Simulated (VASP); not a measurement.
# SiGe (P6_3mc) in VASP: further runs, part 2 of 2

VASP 6.6.1. The steps go on from the part before.

### 3 Single point, PBEsol (all Si atoms moved -0.375 Å, as atom 1 along Cartesian [0 0 1])

File INCAR:

```
  PREC = Accurate
  ENCUT = 520
  EDIFF = 1E-6
  ISMEAR = 0
  SIGMA = 0.03
  LREAL = False
  LASPH = True
  NELM = 100
  ALGO = Normal
  ISIF = 2
  LWAVE = False
  LCHARG = False
  GGA = PS
  NBANDS = 26
```

File KPOINTS:

```
regular mesh
0
Gamma
  12 12 6
```

File POSCAR:

```
SiGe
1.0
    3.9044512986      0.0000000000      0.0000000000
   -1.9522256493      3.3813540124      0.0000000000
    0.0000000000      0.0000000000      6.4507830000
Si Ge
2 2
Direct
    0.6666666667      0.3333333333      0.8164745221
    0.3333333333      0.6666666667      0.3164745221
    0.6666666667      0.3333333333      0.5003920000
    0.3333333333      0.6666666667      0.0003920000
```

Potentials or basis: VASP PAW PBE potentials, release 64 (Si, Ge_d).

Command:

```console
cat potpaw_PBE.64/Si/POTCAR potpaw_PBE.64/Ge_d/POTCAR > POTCAR
mpirun -np 1 vasp_std > vasp.out
```

OUTCAR:

```text
PREC = Accurate
   ENCUT = 520
   EDIFF = 1E-6
   ISMEAR = 0
   LREAL = False
   LASPH = True
   NELM = 100
   ISIF = 2
   GGA = PS

 ion  position               nearest neighbor table
   1  0.667  0.333  0.816-   3 2.04   4 2.55   4 2.55   4 2.55
   2  0.333  0.667  0.316-   4 2.04   3 2.55   3 2.55   3 2.55
   3  0.667  0.333  0.500-   1 2.04   2 2.55   2 2.55   2 2.55
   4  0.333  0.667  0.000-   2 2.04   1 2.55   1 2.55   1 2.55

  LATTYP: Found a hexagonal cell.
 ALAT       =     3.9044512986
 C/A-ratio  =     1.6521612146

  Lattice vectors:

 A1 = (   3.9044512986,   0.0000000000,   0.0000000000)
 A2 = (  -1.9522256493,   3.3813540124,   0.0000000000)
 A3 = (   0.0000000000,   0.0000000000,   6.4507830000)

Analysis of symmetry for initial positions (statically):
=====================================================================
 Subroutine PRICEL returns:
 Original cell was already a primitive cell.

 Routine SETGRP: Setting up the symmetry group for a
 hexagonal supercell.

 Subroutine GETGRP returns: Found 12 space group operations
 (whereof  6 operations were pure point group operations)
 out of a pool of 24 trial point group operations.

The static configuration has the point symmetry C_3v.
 The point group associated with its full space group is C_6v.

Analysis of symmetry for dynamics (positions and initial velocities):
=====================================================================
 Subroutine PRICEL returns:
 Original cell was already a primitive cell.

 Routine SETGRP: Setting up the symmetry group for a
 hexagonal supercell.

 Subroutine GETGRP returns: Found 12 space group operations
 (whereof  6 operations were pure point group operations)
 out of a pool of 24 trial point group operations.

The dynamic configuration has the point symmetry C_3v.
 The point group associated with its full space group is C_6v.

 Subroutine INISYM returns: Found 12 space group operations
 (whereof  6 operations are pure point group operations),
 and found     1 'primitive' translations

----------------------------------------------------------------------------------------

                                     Primitive cell

  volume of cell :      85.1654

  direct lattice vectors                    reciprocal lattice vectors
     3.904451299  0.000000000  0.000000000     0.256117934  0.147869758  0.000000000
    -1.952225649  3.381354012  0.000000000     0.000000000  0.295739516  0.000000000
     0.000000000  0.000000000  6.450783000     0.000000000  0.000000000  0.155019941

  length of vectors
     3.904451299  3.904451299  6.450783000     0.295739516  0.295739516  0.155019941

  position of ions in fractional coordinates (direct lattice)
     0.666666667  0.333333333  0.816474522
     0.333333333  0.666666667  0.316474522
     0.666666667  0.333333333  0.500392000
     0.333333333  0.666666667  0.000392000

  ion indices of the primitive-cell ions
   primitive index   ion index
                 1           1
                 2           2
                 3           3
                 4           4

----------------------------------------------------------------------------------------

 KPOINTS: regular mesh

Automatic generation of k-mesh.
 Grid dimensions read from file:
 generate k-points for:   12   12    6

 Generating k-lattice:

  Cartesian coordinates                     Fractional coordinates (reciprocal lattice)
     0.021343161  0.012322480  0.000000000     0.083333333  0.000000000  0.000000000
     0.000000000  0.024644960  0.000000000     0.000000000  0.083333333  0.000000000
     0.000000000  0.000000000  0.025836657     0.000000000  0.000000000  0.166666667

  Length of vectors
     0.024644960  0.024644960  0.025836657

  Shift w.r.t. Gamma in fractional coordinates (k-lattice)
     0.000000000  0.000000000  0.000000000

 Subroutine IBZKPT returns following result:
 ===========================================

 Found     76 irreducible k-points:

 Following reciprocal coordinates:
            Coordinates               Weight
  0.000000  0.000000  0.000000      1.000000
  0.083333 -0.000000  0.000000      6.000000
  0.166667 -0.000000  0.000000      6.000000
  0.250000 -0.000000  0.000000      6.000000
  0.333333 -0.000000  0.000000      6.000000
  0.416667 -0.000000  0.000000      6.000000
[... 16 lines left out ...]
  0.250000 -0.000000  0.166667     12.000000
  0.333333 -0.000000  0.166667     12.000000
 [... further k-points ...]
   k-points           NKPTS =     76   k-points in BZ     NKDIM =     76   number of bands    NBANDS=     26
   number of dos      NEDOS =    301   number of ions     NIONS =      4
   total plane-waves  NPLWV =  43200
   dimension x,y,z NGX =    30 NGY =   30 NGZ =   48
   dimension x,y,z NGXF=    60 NGYF=   60 NGZF=   96
   ions per type =               2   2
   NGX,Y,Z   is equivalent  to a cutoff of  12.77, 12.77, 12.37 a.u.
   NGXF,Y,Z  is equivalent  to a cutoff of  25.55, 25.55, 24.74 a.u.
 SYSTEM =  unknown system
   PREC   = accura    normal or accurate (medium, high low for compatibility)
   ISTART =      0    job   : 0-new  1-cont  2-samecut
   ICHARG =      2    charge: 1-file 2-atom 10-const
   ISPIN  =      1    spin polarized calculation?
   LNONCOLLINEAR =      F non collinear calculations
   LSORBIT =      F    spin-orbit coupling
   LASPH  =      T    aspherical Exc in radial PAW
   ENCUT  =  520.0 eV  38.22 Ry    6.18 a.u.   7.26  7.26 11.99*2*pi/ulx,y,z
   NELM   =    100;   NELMIN=  2; NELMDL= -5     # of ELM steps
   EDIFF  = 0.1E-05   stopping-criterion for ELM
   LREAL  =      F    real-space projection
   EDIFFG = 0.1E-04   stopping-criterion for IOM
   NSW    =      0    number of steps for IOM
   IBRION =     -1    ionic relax: 0-MD 1-quasi-New 2-CG
   NFREE  =      0    steps in history (QN), initial steepest desc. (CG)
   ISIF   =      2    stress and relaxation
   ISYM   =      2    0-nonsym 1-usesym 2-fastsym
   POTIM  = 0.5000    time-step for ionic-motion
   TEBEG  =    0.0;   TEEND  =   0.0 temperature during run
   PSTRESS=    0.0 pullay stress
   NELECT =      36.0000    total number of electrons
   NUPDOWN=      -1.0000    fix difference up-down
   EMIN   =  10.00;   EMAX   =-10.00  energy-range for DOS
   EFERMI =   0.00;   METHOD = LEGACY
   ISMEAR =     0;   SIGMA  =   0.03  broadening in eV -4-tet -1-fermi 0-gaus
   EFERMI_NEDOS =   21; number of points for ismear=-14 and -15
   IALGO  =     38    algorithm
   IMIX   =      4    mixing-type and parameters
     AMIX     =   0.40;   BMIX     =  1.00
     AMIX_MAG =   1.60;   BMIX_MAG =  1.00
  volume/ion in A,a.u.               =      21.29       143.68
  Fermi-wavevector in a.u.,A,eV,Ry     =   1.228631  2.321775 20.538443  1.509533
  Thomas-Fermi vector in A             =   2.363549
   LORBIT       =      0    0 simple, 1 ext, 2 COOP (PROOUT), +10 PAW based schemes
   GGA     = PS    functional components
   LHFCALC =     F    Hartree Fock is set to
   AEXX    =    0.0000 exact exchange contribution
   IVDW    =     0    specifies the selected vdW correction
   LEPSILON=     F    determine dielectric tensor
   LRPA    =     F    only Hartree local field effects (RPA)
 non-spin polarized calculation
 Gauss-broadening in eV      SIGMA  =   0.03
  energy-cutoff  :      520.00
  volume of cell :       85.17
 maximum number of plane-waves:      2316
 NGX is ok and might be reduce to    30
   NGX = 15   NGY = 15   NGZ = 23

 number of electron      35.9999967 magnetization

 Free energy of the ion-electron system (eV)
  ---------------------------------------------------
  ext. energy  EPLUGINS =         0.00000000
  ---------------------------------------------------
  free energy    TOTEN  =       -18.97234794 eV

  energy without entropy =      -18.97187037  energy(sigma->0) =      -18.97210915

 E-fermi :   5.5850     XC(G=0):  -9.8934

 val. band max:        5.5677997063   @ k =   0.1667  -0.0000   0.1667
 cond. band min:       5.5990027941   @ k =   0.5000  -0.0000   0.5000
 fundamental gap:      0.0312030877
 Fermi energy:         5.5850015314

 k-point     1 :       0.0000    0.0000    0.0000
  band No.  band energies     occupation
      1     -19.3239      2.00000
      2     -19.3209      2.00000
      3     -19.2400      2.00000
      4     -19.2400      2.00000
      5     -19.2327      2.00000
      6     -19.2327      2.00000
[... 685 lines left out ...]
     25      12.6952      0.00000
     26      12.9176      0.00000

 [... further k-points ...]

------------------------ aborting loop because EDIFF is reached ----------------------------------------

  FORCE on cell =-STRESS in cart. coord.  units (eV):
  Direction    XX          YY          ZZ          XY          YZ          ZX
  --------------------------------------------------------------------------------------
  -------------------------------------------------------------------------------------
  Total       -3.3870687     -3.3870687     16.1566340      0.0000000      0.0000000     -0.0000000
  in kB      -63.7193741    -63.7193741    303.9473668      0.0000000      0.0000000     -0.0000000
  external PRESSURE =      58.8362062 kB  Pullay stress =       0.0000000 kB

 VOLUME and BASIS-vectors are now :
 -----------------------------------------------------------------------------
  energy-cutoff  :      520.00
  volume of cell :       85.17
      direct lattice vectors                 reciprocal lattice vectors
     3.904451299  0.000000000  0.000000000     0.256117934  0.147869758  0.000000000
    -1.952225649  3.381354012  0.000000000     0.000000000  0.295739516  0.000000000
     0.000000000  0.000000000  6.450783000     0.000000000  0.000000000  0.155019941

 POSITION                                       TOTAL-FORCE (eV/Angst)
 -----------------------------------------------------------------------------------
      1.95223      1.12712      5.26690         0.000000      0.000000      7.109627
     -0.00000      2.25424      2.04151         0.000000     -0.000000      7.109627
      1.95223      1.12712      3.22792        -0.000000      0.000000     -7.109627
     -0.00000      2.25424      0.00253         0.000000     -0.000000     -7.109627
 -----------------------------------------------------------------------------------
    total drift:                                0.000000      0.000000      0.001617

  FREE ENERGIE OF THE ION-ELECTRON SYSTEM (eV)
  ---------------------------------------------------
  free  energy   TOTEN  =       -18.9723479389 eV

  energy  without entropy=      -18.9718703709  energy(sigma->0) =      -18.97210915
```

OSZICAR:

```text
N       E                     dE             d eps       ncg     rms          rms(c)
DAV:   1     0.266484991061E+03    0.26648E+03   -0.17614E+04  4618   0.296E+03
DAV:   2     0.237330186715E+02   -0.24275E+03   -0.23434E+03  3992   0.638E+02
DAV:   3    -0.176645370609E+02   -0.41398E+02   -0.40921E+02  4826   0.155E+02
DAV:   4    -0.193573593283E+02   -0.16928E+01   -0.16893E+01  4700   0.353E+01
DAV:   5    -0.193930942365E+02   -0.35735E-01   -0.35724E-01  4920   0.565E+00    0.627E+00
DAV:   6    -0.191001718875E+02    0.29292E+00   -0.12156E-01  4600   0.276E+00    0.359E+00
DAV:   7    -0.189706629996E+02    0.12951E+00   -0.25865E-01  4944   0.322E+00    0.281E-01
DAV:   8    -0.189720427558E+02   -0.13798E-02   -0.29451E-02  4770   0.139E+00    0.223E-01
DAV:   9    -0.189722632192E+02   -0.22046E-03   -0.11915E-03  4884   0.246E-01    0.129E-01
DAV:  10    -0.189723460880E+02   -0.82869E-04   -0.24189E-04  4324   0.135E-01    0.215E-02
DAV:  11    -0.189723474753E+02   -0.13873E-05   -0.38468E-05  4840   0.604E-02    0.108E-02
DAV:  12    -0.189723479389E+02   -0.46355E-06   -0.51213E-06  3972   0.129E-02
   1 F= -.18972348E+02 E0= -.18972109E+02  d E =-.477568E-03
```

It took 4.6 min on 1 thread of AMD EPYC 7R13, shared host; peak memory 0.25 GiB.

Results:

```
Free energy            : -18.9723 eV
Pressure               : 5.9 GPa
Largest force          : 7.110 eV/Å
Band gap on the k mesh : zero (band 18 reaches 6.55 eV, above the bottom of band 19 at 5.15 eV)
```

Forces on the atoms (eV/Å):
```
Si   0.000  0.000  7.110
Si   0.000  0.000  7.110
Ge   0.000  0.000 -7.110
Ge   0.000  0.000 -7.110
```

Levels at points of the mesh, in eV from the Fermi level:
| k point | band 14 | band 15 | band 16 | band 17 | band 18 | band 19 | band 20 | band 21 | band 22 | band 23 |
| --- | --- | --- | --- | --- | --- | --- | --- | --- | --- | --- |
| (0.00, 0.00, 0.00) | -2.15 | -1.53 | -1.53 | 0.97 | 0.97 | 1.12 | 1.21 | 1.21 | 1.25 | 3.92 |
| (0.50, 0.00, 0.00) | -5.67 | -5.50 | -4.10 | -3.05 | -0.54 | 0.68 | 1.49 | 1.53 | 2.25 | 5.36 |
| (0.00, 0.00, 0.50) | -5.70 | -0.80 | -0.80 | -0.80 | -0.80 | 1.95 | 1.95 | 3.16 | 3.16 | 3.16 |
| (0.50, 0.00, 0.50) | -7.26 | -3.24 | -3.24 | -2.23 | -2.23 | 0.01 | 0.01 | 2.33 | 2.33 | 4.73 |

Caveat: the cell differs from its parent crystal (all Si atoms moved -0.375 Å, as atom 1 along Cartesian [0 0 1]); the PAW data sets were made with another functional, which shifts forces and pressure a little.

### 4 Single point, PBEsol (all Si atoms moved +0.250 Å, as atom 1 along Cartesian [0 0 1])

File INCAR:

```
SYSTEM = SiGe
PREC = Accurate
ENCUT = 520
EDIFF = 1E-6
ISMEAR = 0
SIGMA = 0.03
LREAL = .False.
LASPH = .True.
NELM = 60
ALGO = Normal
ISIF = 2
LWAVE = .False.
LCHARG = .True.
GGA = PS
LELF = .True.
LVHAR = .True.
NBANDS = 26
```

File KPOINTS:

```
Automatic mesh
0
Gamma
  12 12 6
  0 0 0
```

POSCAR, as its differences from that of step 3:

```diff
@@ -8,4 +8,4 @@
 Direct
-    0.6666666667      0.3333333333      0.8164745221
-    0.3333333333      0.6666666667      0.3164745221
+    0.6666666667      0.3333333333      0.9133619852
+    0.3333333333      0.6666666667      0.4133619852
     0.6666666667      0.3333333333      0.5003920000
```

Command:

```console
cat potpaw_PBE.64/Si/POTCAR potpaw_PBE.64/Ge_d/POTCAR > POTCAR
mpirun -np 1 vasp_std > vasp.out
```

Wall time 5.1 min (1 thread of AMD EPYC 7R13, shared host); peak memory 0.25 GiB.

It converged, with:

| Item | Value |
| --- | --- |
| Free energy | -20.6993 eV |
| Pressure | 1.3 GPa |
| Largest force | 1.862 eV/Å |
| Band gap on the k mesh | zero (band 18 reaches 6.10 eV, above the bottom of band 19 at 5.50 eV) |

Forces on the atoms (eV/Å):
```
Si   0.000  0.000 -1.862
Si   0.000  0.000 -1.862
Ge   0.000  0.000  1.862
Ge   0.000  0.000  1.862
```

Stress tensor (GPa, compression positive):
```
 4.81  0.00  0.00
 0.00  4.81  0.00
 0.00  0.00 -5.69
```

Levels at points of the mesh, in eV from the Fermi level:
| k point | band 15 | band 16 | band 17 | band 18 | band 19 | band 20 | band 21 | band 22 |
| --- | --- | --- | --- | --- | --- | --- | --- | --- |
| (0.00, 0.00, 0.00) | -2.02 | -0.81 | -0.81 | -0.28 | 0.89 | 1.15 | 1.84 | 2.04 |
| (0.50, 0.00, 0.00) | -4.35 | -3.61 | -2.52 | -2.31 | -0.15 | 1.55 | 3.29 | 4.03 |
| (0.00, 0.00, 0.50) | -1.51 | -1.51 | -1.51 | -1.51 | 0.49 | 0.49 | 2.78 | 2.78 |
| (0.50, 0.00, 0.50) | -3.06 | -3.06 | -2.18 | -2.18 | 0.52 | 0.52 | 1.13 | 1.13 |

Caveat: the cell differs from its parent crystal (all Si atoms moved +0.250 Å, as atom 1 along Cartesian [0 0 1]); the PAW data sets were made with another functional, which shifts forces and pressure a little.
